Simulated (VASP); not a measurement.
Here is a VASP 6.6.1 calculation.

File INCAR:

```
PREC = Accurate
ENCUT = 520
EDIFF = 1E-6
ISMEAR = 0
SIGMA = 0.02
LREAL = F
LASPH = T
NELM = 80
ALGO = Normal
ISIF = 2
LWAVE = F
LCHARG = T
GGA = PS
LELF = T
LVHAR = T
NBANDS = 18
```

The input KPOINTS:

```
regular mesh
0
Gamma
  8 8 8
```

Contents of POSCAR:

```
HfO2
1.0
   -0.0236057250      2.6594163750      2.6286752250
    2.3453809500      0.2596885500      2.3453809500
    2.6286752250      2.6594163750     -0.0236057250
Hf O
1 2
Direct
    0.0140684699      0.0000000000     -0.0140684699
    0.2317446757      0.2647603082      0.2458131455
    0.7541868545      0.7352396918      0.7682553243
```

Potentials or basis: VASP PAW PBE potentials, release 64 (Hf_pv, O).

Launch:

```console
$ cat potpaw_PBE.64/Hf_pv/POTCAR potpaw_PBE.64/O/POTCAR > POTCAR
$ mpirun -np 1 vasp_std > vasp.out
```

Estimate the largest force.

4.663 eV/Å.

Predict the pressure.

22.7 GPa.

Predict the band gap on the k mesh.

4.11 eV (least direct gap 4.12 eV).

Stress tensor (GPa, compression positive):
```
 24.39 -26.72  29.88
-26.72  19.42 -26.72
 29.88 -26.72  24.39
```

Caveat: the cell differs from its parent crystal (strained and its atoms moved); the cell stands under pressure; the PAW data sets were made with another functional, which shifts forces and pressure a little; spin-orbit coupling is left out, which moves the levels of the heavy elements. A k mesh can miss the band edges.
